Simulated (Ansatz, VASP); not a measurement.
**Two plane-wave programs on MgCd3Te4**

```
Mg Cd Te
1.0
     6.59115    0.00000    0.00000
     0.00000    6.59115    0.00000
     0.00000    0.00000    6.59115
Mg Cd Te
1 3 4
Direct
  0.00000 0.00000 0.00000
  0.00000 0.50000 0.50000
  0.50000 0.00000 0.50000
  0.50000 0.50000 0.00000
  0.75271 0.75271 0.24729
  0.75271 0.24729 0.75271
  0.24729 0.75271 0.75271
  0.24729 0.24729 0.24729
```

Alike in both runs: functional PBE; k mesh 4 × 4 × 4; occupations gaussian, width 0.02 eV; no spin polarisation.

Ansatz relaxed the structure, and its values are those at the end. VASP's run is a single point on that final structure, the one shown.

|  | VASP | Ansatz |
| --- | --- | --- |
| version | VASP 6.6.1 | Ansatz 0.2.0 |
| potentials or method | VASP PAW PBE potentials, release 64 (Mg, Cd, Te), cutoff 520 eV | scalar-relativistic, plane waves, PAW |
| valence electrons in the cell | 62 | 134 |

VASP gave:

- gap on the k mesh at the Fermi level (eV): 1.00
- least direct gap on the mesh (eV): 1.00
- pressure (GPa): 0.1
- rms of the force components (eV/Å): 0.009

Estimate Ansatz's values.

gap on the k mesh at the Fermi level (eV): 1.00; least direct gap on the mesh (eV): 1.00; pressure (GPa): 0.0; rms of the force components (eV/Å): 0.002.

The functional is the same, so the differences come from potentials, cutoffs and numerics. VASP's potentials hold 62 valence electrons a cell and Ansatz's 134, so a difference there can come from the potentials and not from the codes.

Spin-orbit coupling is off throughout.
